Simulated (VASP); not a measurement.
# Pt (Im-3m) in VASP: notebook, part 2 of 2

VASP 6.6.1.

## Step 3: Single point, revPBE

Input file INCAR:

```
  PREC = Accurate
  ENCUT = 520
  EDIFF = 1E-6
  ISMEAR = -1
  SIGMA = 0.08
  LREAL = False
  LASPH = True
  NELM = 80
  ALGO = Normal
  ISIF = 2
  LWAVE = False
  LCHARG = True
  GGA = RE
  LELF = True
  LVHAR = True
  NBANDS = 11
```

Input file KPOINTS:

```
Automatic mesh
0
Gamma
  17 17 17
```

Input file POSCAR:

```
Pt
1.0
   -1.5820589383      1.5820589383      1.5820589383
    1.5820589383     -1.5820589383      1.5820589383
    1.5820589383      1.5820589383     -1.5820589383
Pt
1
Direct
    0.0000000000      0.0000000000      0.0000000000
```

Potentials or basis: VASP PAW PBE potentials, release 64 (Pt).

Run with:

```bash
$ cat potpaw_PBE.64/Pt/POTCAR > POTCAR
$ mpirun -np 1 vasp_std > vasp.out
```

OUTCAR:

```text
PREC = Accurate
   ENCUT = 520
   EDIFF = 1E-6
   ISMEAR = -1
   LREAL = False
   LASPH = True
   NELM = 80
   ISIF = 2
   GGA = RE

 ion  position               nearest neighbor table
   1  0.000  0.000  0.000-

  LATTYP: Found a body centered cubic cell.
 ALAT       =     3.1641178766

  Lattice vectors:

 A1 = (  -1.5820589383,   1.5820589383,   1.5820589383)
 A2 = (   1.5820589383,  -1.5820589383,   1.5820589383)
 A3 = (   1.5820589383,   1.5820589383,  -1.5820589383)

Analysis of symmetry for initial positions (statically):
=====================================================================
 Subroutine PRICEL returns:
 Original cell was already a primitive cell.

 Routine SETGRP: Setting up the symmetry group for a
 body centered cubic supercell.

 Subroutine GETGRP returns: Found 48 space group operations
 (whereof 48 operations were pure point group operations)
 out of a pool of 48 trial point group operations.

The static configuration has the point symmetry O_h .
[... 162 lines left out ...]
 fundamental gap:      0.0909255730
 Fermi energy:        10.1847578576

 k-point     1 :       0.0000    0.0000    0.0000
  band No.  band energies     occupation
      1       0.7699      2.00000
      2       6.7598      2.00000
      3       6.7598      2.00000
      4       6.7598      2.00000
      5       9.2194      1.99999
      6       9.2194      1.99999
      7      27.3049      0.00000
      8      27.3049      0.00000
      9      27.3049      0.00000
     10      37.3120      0.00000
     11      37.3123      0.00000
[... 309 lines left out ...]
 k-point    24 :       0.1765    0.1765    0.0000
  band No.  band energies     occupation
      1       3.7333      2.00000
      2       6.0993      2.00000
      3       6.1741      2.00000
      4       8.6190      2.00000
      5       9.4775      1.99971
      6       9.9419      1.90833
      7      23.4837      0.00000
      8      25.2021      0.00000
      9      27.9684      0.00000
     10      30.1125      0.00000
     11      34.6396      0.00000

 [... further k-points ...]

------------------------ aborting loop because EDIFF is reached ----------------------------------------

  FORCE on cell =-STRESS in cart. coord.  units (eV):
  Direction    XX          YY          ZZ          XY          YZ          ZX
  --------------------------------------------------------------------------------------
  -------------------------------------------------------------------------------------
  Total        0.2392741      0.2392741      0.2392741      0.0000000      0.0000000      0.0000000
  in kB       24.2035105     24.2035105     24.2035105      0.0000000      0.0000000      0.0000000
  external PRESSURE =      24.2035105 kB  Pullay stress =       0.0000000 kB

 VOLUME and BASIS-vectors are now :
 -----------------------------------------------------------------------------
  energy-cutoff  :      520.00
  volume of cell :       15.84
      direct lattice vectors                 reciprocal lattice vectors
    -1.582058938  1.582058938  1.582058938     0.000000000  0.316043851  0.316043851
     1.582058938 -1.582058938  1.582058938     0.316043851  0.000000000  0.316043851
     1.582058938  1.582058938 -1.582058938     0.316043851  0.316043851  0.000000000

 POSITION                                       TOTAL-FORCE (eV/Angst)
 -----------------------------------------------------------------------------------
      0.00000      0.00000      0.00000        -0.000000      0.000000     -0.000000
 -----------------------------------------------------------------------------------
    total drift:                                0.000000     -0.000000      0.000000

  FREE ENERGIE OF THE ION-ELECTRON SYSTEM (eV)
  ---------------------------------------------------
  free  energy   TOTEN  =        -5.4969966022 eV

  energy  without entropy=       -5.4752005890  energy(sigma->0) =       -5.48609860
```

OSZICAR:

```text
N       E                     dE             d eps       ncg     rms          rms(c)
DAV:   1     0.409290013326E+02    0.40929E+02   -0.53039E+03  3702   0.841E+02
DAV:   2    -0.519818210669E+01   -0.46127E+02   -0.44218E+02  4139   0.175E+02
DAV:   3    -0.582155839728E+01   -0.62338E+00   -0.61627E+00  4243   0.194E+01
DAV:   4    -0.582408765666E+01   -0.25293E-02   -0.25291E-02  4191   0.146E+00
DAV:   5    -0.582410876751E+01   -0.21111E-04   -0.21110E-04  4298   0.124E-01    0.107E+01
DAV:   6    -0.552862042413E+01    0.29549E+00   -0.68945E-01  3882   0.651E+00    0.580E+00
DAV:   7    -0.549959182828E+01    0.29029E-01   -0.11089E-01  4149   0.257E+00    0.237E+00
DAV:   8    -0.549717072335E+01    0.24211E-02   -0.51765E-03  3944   0.606E-01    0.483E-01
DAV:   9    -0.549699339926E+01    0.17732E-03   -0.19543E-04  4149   0.118E-01    0.398E-02
DAV:  10    -0.549699674869E+01   -0.33494E-05   -0.41713E-06  4336   0.170E-02    0.481E-03
DAV:  11    -0.549699660219E+01    0.14650E-06   -0.30699E-08  2403   0.171E-03
   1 F= -.54969966E+01 E0= -.54860986E+01  d E =-.217960E-01
```

Wall time 12 s (1 thread of Intel Xeon 6975P-C (Granite Rapids), shared host); peak memory 0.14 GiB.

Results:

```yaml
Free_energy: -5.4970 eV
Pressure: 2.4 GPa
Band_gap_on_the_k_mesh: zero (band 5 reaches 11.18 eV, above the bottom of band 6 at 9.09 eV)
```

Levels at points of the mesh, in eV from the Fermi level:
```
           k point  band 3  band 4  band 5  band 6  band 7  band 8
(0.00, 0.00, 0.00)   -3.42   -3.42   -0.97   -0.97   17.12   17.12
```

Caveat: the PAW data sets were made with another functional, which shifts forces and pressure a little; spin-orbit coupling is left out, which moves the levels of the heavy elements.
